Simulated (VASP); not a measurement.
TaC, 2 atoms in the cell. The structure is cubic, space group Fm-3m (No. 225). Conventional cell: a = 4.490 Å, b = 4.490 Å, c = 4.490 Å, α = 90.00°, β = 90.00°, γ = 90.00°. Within 3.0 Å of Ta (site symmetry m-3m) lie 6 C at 2.25 Å. C (site symmetry m-3m) has 6 Ta at 2.25 Å within 3.0 Å. 

| Quantity | Value |
| --- | --- |
| Program | VASP 6.6.1 |
| Task | single point |
| Functional | PBE |
| Potentials or basis | VASP PAW PBE potentials, release 64 (Ta_pv, C) |
| Cutoff | 600 eV |
| k mesh | 11 × 11 × 11 |
| Occupations | fermi-dirac, width 0.1 eV |
| Spin | no spin polarisation |
| Dipole correction | no |
| Further INCAR settings | ALGO = Normal; EDIFF = 1e-06; NBANDS = 14 |

Potentials or basis: VASP PAW PBE potentials, release 64 (Ta_pv, C).

Launch:

```bash
$ cat potpaw_PBE.64/Ta_pv/POTCAR potpaw_PBE.64/C/POTCAR > POTCAR
$ mpirun -np 1 vasp_std > vasp.out
```

Hardware: 1 thread of Intel(R) Xeon(R) Platinum 8488C (Sapphire Rapids) (shared host).

Task: How long does it take, and how much memory?

Result: It took 24 s on 1 thread of Intel(R) Xeon(R) Platinum 8488C (Sapphire Rapids), on a shared host, peak memory 0.17 GiB. Counts: scf iterations 12, k points 56.
